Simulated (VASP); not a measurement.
Here is a VASP 6.6.1 calculation.

Contents of INCAR:

```
SYSTEM = BN
PREC     = Accurate       ! precision mode
ENCUT    = 520            ! plane-wave cutoff, eV
EDIFF    = 1E-6           ! SCF threshold, eV
ISMEAR   = 0              ! smearing method
SIGMA    = 0.01           ! smearing width, eV
LREAL    = .False.        ! projectors in reciprocal space
LASPH    = .True.         ! aspherical terms in the spheres
NELM     = 100            ! most SCF steps
ALGO     = Normal         ! electronic algorithm
ISIF     = 2              ! what is computed and relaxed
LWAVE    = .False.        ! write WAVECAR
LCHARG   = .False.        ! write CHGCAR
GGA      = PE             ! functional
NBANDS   = 16             ! bands
```

Contents of KPOINTS:

```
Automatic mesh
0
Gamma
  6 6 4
  0 0 0
```

Contents of POSCAR:

```
BN
1.0
    2.5439499968      0.0000000000      0.0000000000
   -1.2719749984      2.2031253232      0.0000000000
    0.0000000000      0.0000000000      4.2078153299
B N
2 2
Direct
    0.3333333333      0.6666666667      0.0002034648
    0.6666666667      0.3333333333      0.5002034648
    0.3333333333      0.6666666667      0.3747965352
    0.6666666667      0.3333333333      0.8747965352
```

Potentials or basis: VASP PAW PBE potentials, release 64 (B, N).

Command:

```sh
$ cat potpaw_PBE.64/B/POTCAR potpaw_PBE.64/N/POTCAR > POTCAR
$ mpirun -np 1 vasp_std > vasp.out
```

**Question.** Predict the largest force.

**Answer.** 0.004 eV/Å.

**Question.** Predict the band gap on the k mesh.

**Answer.** 5.19 eV, indirect (least direct gap 8.32 eV).

**Question.** Predict the pressure.

**Answer.** 5.0 GPa.

Stress tensor (GPa, compression positive):
```
5.05 0.00 0.00
0.00 5.05 0.00
0.00 0.00 4.77
```

Caveat: the k points lie up to 0.48 Å⁻¹ apart. As with any semilocal functional, this PBE gap is likely too small.
